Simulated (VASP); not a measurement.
The system is Al3GaIr.

```
CELL_PARAMETERS angstrom
4.16122 0.00000 0.00000
-2.08061 3.60372 0.00000
0.00000 0.00000 6.56642
ATOMIC_POSITIONS crystal
Al 0.00000 0.00000 0.00449
Al 0.33333 0.66667 0.36494
Al 0.66667 0.33333 0.62586
Ga 0.66667 0.33333 0.22507
Ir 0.33333 0.66667 0.77965
```

```yaml
Program: VASP 6.6.1
Task: relaxation of cell and atoms
Functional: PBE
Potentials_or_basis: VASP PAW PBE potentials, release 64 (Al, Ga_d, Ir)
Cutoff: 600 eV
k_mesh: 6 × 6 × 4
Occupations: gaussian, width 0.1 eV
Spin: no spin polarisation
```

At the start: pressure -8.7 GPa; volume 19.69 Å³/atom.

Task: Where does the relaxation end?

Result: Over 24 steps the energy falls by 314.7 meV/atom and the volume is 16.69 Å³/atom (-15.2 %); space group P3m1 (No. 156, to 0.05 Å).

The path:
```
step  energy change (eV)  largest force (eV/Å)  pressure (GPa)  volume (Å³)
   1              0.0000                1.5967           -8.72        98.47
   2             -0.4849                1.1744            5.93        83.96
   3             -0.5142                1.1059            2.45        86.39
   4             -0.7176                0.7705            1.99        86.77
   5             -0.8295                2.6200            2.85        87.48
   6             -0.8614                1.7563            2.19        87.28
   7             -1.0033                0.7405           -1.76        89.89
   8             -1.0209                0.6588           -3.48        91.33
   9             -1.1200                0.4613           -1.36        88.86
  10             -1.1565                0.8751            1.03        86.61
  11             -1.2741                1.0798            0.92        85.66
  12             -1.4078                1.6070            4.01        82.26
  13             -1.4181                1.4774            1.89        83.56
  14             -1.4275                1.5249            2.58        83.06
  15             -1.5113                0.6005           -0.03        84.36
  16             -1.5121                0.6893            0.14        84.25
  17             -1.5436                0.4813           -0.32        84.26
  18             -1.5618                0.2215           -0.78        84.26
  19             -1.5665                0.1347            0.31        83.42
  20             -1.5666                0.1200            0.48        83.28
  21             -1.5697                0.1476            0.20        83.42
  22             -1.5712                0.1878           -0.10        83.56
  23             -1.5732                0.0779           -0.04        83.50
  24             -1.5737                0.0202           -0.02        83.47
```

Final structure:
```
Al Ga Ir
1.0
     4.32574    0.00000    0.00000
    -2.16287    3.74620    0.00000
     0.00000    0.00000    5.15062
Al Ga Ir
3 1 1
Direct
  0.00000 0.00000 0.90446
  0.33333 0.66667 0.38544
  0.66667 0.33333 0.66037
  0.66667 0.33333 0.17200
  0.33333 0.66667 0.87773
```

Caveat: the volume moved by over 15 % at a fixed basis, so the end points are rough.
